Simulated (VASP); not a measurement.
# RbHg (P6/mmm) in VASP: further runs, part 2 of 2

VASP 6.6.1.

### 6 Relaxation of cell and atoms, PBE

This run uses another cell than the first one, of 65.79 Å³/atom, 1.949 times its volume.

File INCAR:

```
ALGO = Fast
EDIFF = 1E-6
EDIFFG = -0.01
ENCUT = 600
GGA = PE
IBRION = 2
ISIF = 3
ISMEAR = 0
LASPH = True
LCHARG = False
LREAL = False
LWAVE = False
NELM = 80
NSW = 100
PREC = Accurate
SIGMA = 0.1
```

File KPOINTS:

```
k-points
0
Gamma
  12 12 8
```

File POSCAR:

```
RbHg
1.0
    4.4855326596      0.0000000000      0.0000000000
   -2.2427663298      3.8845852327      0.0000000000
    0.0000000000      0.0000000000      7.5512536853
Rb Hg
1 1
Direct
    0.0000000000      0.0000000000      0.5000000000
    0.0000000000      0.0000000000      0.0000000000
```

Potentials or basis: VASP PAW PBE potentials, release 64 (Rb_sv, Hg).

Run with:

```console
> cat potpaw_PBE.64/Rb_sv/POTCAR potpaw_PBE.64/Hg/POTCAR > POTCAR
> mpirun -np 1 vasp_std > vasp.out
```

OUTCAR:

```text
EDIFF = 1E-6
   EDIFFG = -0.01
   ENCUT = 600
   GGA = PE
   IBRION = 2
   ISIF = 3
   ISMEAR = 0
   LASPH = True
   LREAL = False
   NELM = 80
   NSW = 100
   PREC = Accurate

 ion  position               nearest neighbor table
   1  0.000  0.000  0.500-   2 3.78   2 3.78
   2  0.000  0.000  0.000-   1 3.78   1 3.78

  LATTYP: Found a hexagonal cell.
 ALAT       =     4.4855326596
 C/A-ratio  =     1.6834686666

  Lattice vectors:

 A1 = (   4.4855326596,   0.0000000000,   0.0000000000)
 A2 = (  -2.2427663298,   3.8845852327,   0.0000000000)
 A3 = (   0.0000000000,   0.0000000000,   7.5512536853)

Analysis of symmetry for initial positions (statically):
=====================================================================
 Subroutine PRICEL returns:
 Original cell was already a primitive cell.

 Routine SETGRP: Setting up the symmetry group for a
 hexagonal supercell.

[... 439 lines left out ...]
  band No.  band energies     occupation
      1     -28.9146      2.00000
      2     -12.9948      2.00000
      3     -12.9393      2.00000
      4     -12.9393      2.00000
      5      -7.1459      2.00000
      6      -7.0441      2.00000
      7      -7.0441      2.00000
      8      -7.0352      2.00000
      9      -7.0352      2.00000
     10      -4.9326      2.00000
     11      -0.6600      2.00000
     12       0.2546      0.02785
     13       3.9805      0.00000
     14       3.9805      0.00000
[... 377 lines left out ...]
      1     -28.9079      2.00000
      2     -13.0690      2.00000
      3     -12.9768      2.00000
      4     -12.9695      2.00000
      5      -7.1188      2.00000
      6      -7.0811      2.00000
      7      -7.0522      2.00000
      8      -7.0424      2.00000
      9      -6.9739      2.00000
     10      -4.2262      2.00000
     11       0.2141      0.10381
     12       0.8780      0.00000
     13       1.6078      0.00000
     14       2.6677      0.00000

 [... further k-points ...]
[... 5 lines left out ...]
  --------------------------------------------------------------------------------------
  -------------------------------------------------------------------------------------
  Total       -0.0075259     -0.0075259     -0.0122949      0.0000000     -0.0000000     -0.0000000
  in kB       -0.0854194     -0.0854194     -0.1395481      0.0000000     -0.0000000     -0.0000000
  external PRESSURE =      -0.1034623 kB  Pullay stress =       0.0000000 kB
[... 17 lines left out ...]
  FREE ENERGIE OF THE ION-ELECTRON SYSTEM (eV)
  ---------------------------------------------------
  free  energy   TOTEN  =        -0.9699783438 eV

  energy  without entropy=       -0.9578647044  energy(sigma->0) =       -0.96392152

 reached required accuracy - stopping structural energy minimisation
```

Wall time 8.6 min (1 thread of Intel Xeon 6975P-C (Granite Rapids), shared host); peak memory 0.46 GiB.

What came out:

```yaml
Free_energy: -0.9700 eV
Relaxed_volume: 70.58 Å³/atom
Relaxed_cell: a = 4.617 Å, b = 4.617 Å, c = 7.645 Å, α = 90.00°, β = 90.00°, γ = 120.00°
Space_group_after_relaxing_to_0.05_Å: P6/mmm (No. 191)
Energy_gained_by_relaxing: 1.5 meV/atom
Ionic_steps: 8
Pressure_after_relaxing: 0.0 GPa
```

Step by step:
```
step  energy change (eV)  largest force (eV/Å)  pressure (GPa)  volume (Å³)
   1              0.0000                0.0000            0.08       131.58
   2             -0.0005                0.0000            0.08       132.21
   3             -0.0017                0.0000            0.06       134.10
   4             -0.0023                0.0000            0.03       137.94
   5             -0.0023                0.0000            0.03       137.24
   6             -0.0027                0.0000            0.03       138.67
   7             -0.0028                0.0000           -0.02       143.01
   8             -0.0029                0.0000           -0.01       141.16
```

Final structure:
```
Rb Hg
1.0
     4.61748    0.00000    0.00000
    -2.30874    3.99886    0.00000
     0.00000    0.00000    7.64486
Rb Hg
1 1
Cartesian
  0.0000 0.0000 3.8224
  0.0000 0.0000 0.0000
```

Caveat: spin-orbit coupling is left out, which moves the levels of the heavy elements.

### 7 Relaxation of cell and atoms, PBE

This run uses another cell than the first one, of 70.99 Å³/atom, 2.103 times its volume.

File INCAR:

```
  PREC = Accurate
  ENCUT = 600
  EDIFF = 1E-7
  ISMEAR = 0
  SIGMA = 0.1
  LREAL = F
  LASPH = T
  NELM = 80
  ALGO = Fast
  ISIF = 3
  LWAVE = F
  LCHARG = F
  GGA = PE
  IBRION = 2
  NSW = 100
  EDIFFG = -0.01
```

File KPOINTS:

```
Automatic mesh
0
Gamma
  12 12 8
```

File POSCAR:

```
RbHg
1.0
    4.6309360788      0.0000000000      0.0000000000
   -2.3154680394      4.0105082876      0.0000000000
    0.0000000000      0.0000000000      7.6445696488
Rb Hg
1 1
Direct
    0.0000000000      0.0000000000      0.5000000000
    0.0000000000      0.0000000000      0.0000000000
```

Run with:

```console
> cat potpaw_PBE.64/Rb_sv/POTCAR potpaw_PBE.64/Hg/POTCAR > POTCAR
> mpirun -np 1 vasp_std > vasp.out
```

Wall time 2.4 min (1 thread of Intel Xeon 6975P-C (Granite Rapids), shared host); peak memory 0.48 GiB.

Results (log left out):

* Free energy: -0.9705 eV
* Pressure after relaxing: 0.0 GPa

Final structure:
```
CELL_PARAMETERS angstrom
4.63094 0.00000 0.00000
-2.31547 4.01051 0.00000
0.00000 0.00000 7.64457
ATOMIC_POSITIONS crystal
Rb 0.00000 0.00000 0.50000
Hg 0.00000 0.00000 0.00000
```

Levels at points of the mesh, in eV from the Fermi level:
```
           k point  band 9  band 10  band 11  band 12  band 13  band 14
(0.00, 0.00, 0.00)   -7.14    -5.03    -0.75     0.16     3.88     3.88
(0.50, 0.00, 0.00)   -7.06    -4.01    -0.07     1.17     1.81     2.03
(0.00, 0.00, 0.50)   -7.14    -4.89    -1.61     1.36     3.16     3.89
(0.50, 0.00, 0.50)   -7.06    -3.90    -0.09     0.37     1.54     2.05
```

Caveat: the relaxation stopped at its first step, so nothing moved; spin-orbit coupling is left out, which moves the levels of the heavy elements.

### 8 The runs side by side

| task | cell | k mesh | cutoff (eV) | gap on the mesh (eV) | pressure (GPa) | relaxed volume (Å³/atom) |
| --- | --- | --- | --- | --- | --- | --- |
| single point | a = 3.461, b = 3.461, c = 6.508 Å, angles 90.0, 90.0, 120.0°, 2 atoms | 6 × 6 × 4 | 520 | none | 5.6 | - |
| single point | a = 4.486, b = 4.486, c = 7.551 Å, angles 90.0, 90.0, 120.0°, 2 atoms | 6 × 6 × 4 | 520 | none | 0.0 | - |
| relaxation of cell and atoms | relaxed from a = 3.461, b = 3.461, c = 6.508 Å, angles 90.0, 90.0, 120.0°, 2 atoms | 6 × 6 × 4 | 600 | none | -0.1 | 68.09 |
| single point | a = 4.631, b = 4.631, c = 7.645 Å, angles 90.0, 90.0, 120.0°, 2 atoms | 12 × 12 × 8 | 520 | none | 0.0 | - |
| relaxation of cell and atoms | relaxed from a = 4.486, b = 4.486, c = 7.551 Å, angles 90.0, 90.0, 120.0°, 2 atoms | 12 × 12 × 8 | 600 | none | 0.0 | 70.58 |
| relaxation of cell and atoms | relaxed from a = 4.631, b = 4.631, c = 7.645 Å, angles 90.0, 90.0, 120.0°, 2 atoms | 12 × 12 × 8 | 600 | none | 0.0 | - |

Alike in all rows: level PBE; potentials or basis VASP PAW PBE potentials, release 64 (Rb_sv, Hg); no spin polarisation; smearing gaussian 0.1 eV.

Caveats: spin-orbit coupling is left out, which moves the levels of the heavy elements; the volume moved by over 15 % at a fixed basis, so the end points are rough (some runs); the relaxation stopped at its first step, so nothing moved (some runs).

Total energies depend on the potentials used, so only differences within one code and one set of settings carry meaning.
